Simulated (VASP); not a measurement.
Crystal: Al3H2.

```
Al H
1.0
     2.90000    0.00000    0.00000
    -1.45000    2.51147    0.00000
     0.00000    0.00000    8.17000
Al H
3 2
Cartesian
  0.0000 1.6743 2.4510
  1.4500 0.8372 5.7190
  0.0000 0.0000 0.0000
  0.0000 1.6743 4.5752
  1.4500 0.8372 3.5948
```

```yaml
Program: VASP 6.6.1
Task: relaxation of cell and atoms
Functional: PBE
Potentials_or_basis: VASP PAW PBE potentials, release 64 (Al, H)
Cutoff: 600 eV
k_mesh: 6 × 6 × 2
Occupations: gaussian, width 0.2 eV
Spin: no spin polarisation
```

At the start: pressure -3.4 GPa; volume 11.90 Å³/atom.

Q: Where does the relaxation end?

A: Over 8 steps the energy falls by 32.5 meV/atom and the volume is 11.44 Å³/atom (-3.8 %); space group P-3m1 (No. 164, to 0.1 Å) before and after.

The path:
```tsv
step	energy change (eV)	largest force (eV/Å)	pressure (GPa)	volume (Å³)
1	0.0000	0.4455	-3.41	59.50
2	-0.0540	0.4133	-1.07	57.35
3	-0.0721	0.3675	1.66	55.30
4	-0.1032	0.3072	1.58	55.39
5	-0.1453	0.1337	1.86	55.63
6	-0.1605	0.0804	-0.68	57.65
7	-0.1608	0.0851	-0.37	57.38
8	-0.1624	0.0419	-0.07	57.21
```

Final structure:
```
Al H
1.0
     2.87285    0.00000    0.00000
    -1.43643    2.48796    0.00000
     0.00000    0.00000    8.00466
Al H
3 2
Direct
  0.33333 0.66667 0.28888
  0.66667 0.33333 0.71112
  0.00000 0.00000 0.00000
  0.33333 0.66667 0.58503
  0.66667 0.33333 0.41497
```

Caveat: the k points lie up to 0.42 Å⁻¹ apart in the final cell, too coarse for converged energies and pressures of a metal; the relaxation stopped at a loose force limit of 0.08 eV/Å, so its end isn't a converged minimum.
